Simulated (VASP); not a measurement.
Wanted: the native input for a VASP 6.6.1 run.

```
Task                    : single point
Functional              : LDA
Potentials or basis     : VASP PAW LDA potentials, release 64 (Au)
Cutoff                  : 520 eV
k mesh                  : 12 × 12 × 12
Occupations             : fermi-dirac, width 0.1 eV
Spin                    : no spin polarisation
Dipole correction       : no
k mesh for the DOS      : 18 × 18 × 18
Occupations for the DOS : tetrahedron
Further INCAR settings  : ALGO = Normal; EDIFF = 1e-07; NBANDS = 18
```

Au:

```
CELL_PARAMETERS angstrom
0.00000 2.61660 2.61660
2.61660 0.00000 2.61660
2.61660 2.61660 0.00000
ATOMIC_POSITIONS crystal
Au 0.87500 0.87500 0.87500
Au 0.12500 0.12500 0.12500
```

This isn't the form of Au at room conditions, which is fcc.

The input as run:

POSCAR

```
Au
1.0
    0.0000000000      2.6165995784      2.6165995784
    2.6165995784      0.0000000000      2.6165995784
    2.6165995784      2.6165995784      0.0000000000
Au
2
Direct
   -0.1250000000     -0.1250000000     -0.1250000000
    0.1250000000      0.1250000000      0.1250000000
```

INCAR.step1

```
SYSTEM = Au
PREC     = Accurate       ! precision mode
ENCUT    = 520            ! plane-wave cutoff, eV
EDIFF    = 1E-7           ! SCF threshold, eV
ISMEAR   = -1             ! smearing method
SIGMA    = 0.1            ! smearing width, eV
LREAL    = .FALSE.        ! projectors in reciprocal space
LASPH    = .TRUE.         ! aspherical terms in the spheres
NELM     = 100            ! most SCF steps
ALGO     = Normal         ! electronic algorithm
ISIF     = 2              ! what is computed and relaxed
LWAVE    = .FALSE.        ! write WAVECAR
LCHARG   = .TRUE.         ! write CHGCAR
LMAXMIX  = 4              ! l up to which the mixer works
NBANDS   = 18             ! bands
```

KPOINTS.step1

```
Automatic mesh
0
G
  12 12 12
  0 0 0
```

INCAR.step2

```
SYSTEM = Au
PREC     = Accurate       ! precision mode
ENCUT    = 520            ! plane-wave cutoff, eV
EDIFF    = 1E-7           ! SCF threshold, eV
ISMEAR   = -5             ! smearing method
SIGMA    = 0.1            ! smearing width, eV
LREAL    = .FALSE.        ! projectors in reciprocal space
LASPH    = .TRUE.         ! aspherical terms in the spheres
NELM     = 100            ! most SCF steps
ALGO     = Normal         ! electronic algorithm
ISIF     = 2              ! what is computed and relaxed
LWAVE    = .FALSE.        ! write WAVECAR
LCHARG   = .FALSE.        ! write CHGCAR
LMAXMIX  = 4              ! l up to which the mixer works
LORBIT   = 11             ! projections on sites
NBANDS   = 18             ! bands
NEDOS    = 2001           ! points of the DOS
ICHARG   = 11             ! starting density
```

KPOINTS.step2

```
Automatic mesh
0
G
  18 18 18
  0 0 0
```

Potentials or basis: VASP PAW LDA potentials, release 64 (Au).

Launch:

```sh
$ cat potpaw_LDA.64/Au/POTCAR > POTCAR
$ cp INCAR.step1 INCAR
$ cp KPOINTS.step1 KPOINTS
$ mpirun -np 1 vasp_std > vasp.out
$ cp INCAR.step2 INCAR
$ cp KPOINTS.step2 KPOINTS
$ mpirun -np 1 vasp_std > vasp.out
```

It gave:

| Item | Value |
| --- | --- |
| Valence electrons inside the program's atomic spheres | Au 10.31 |

It took 2.1 min on 1 thread of Intel Xeon 8259CL (shared host), peak memory 0.22 GiB.
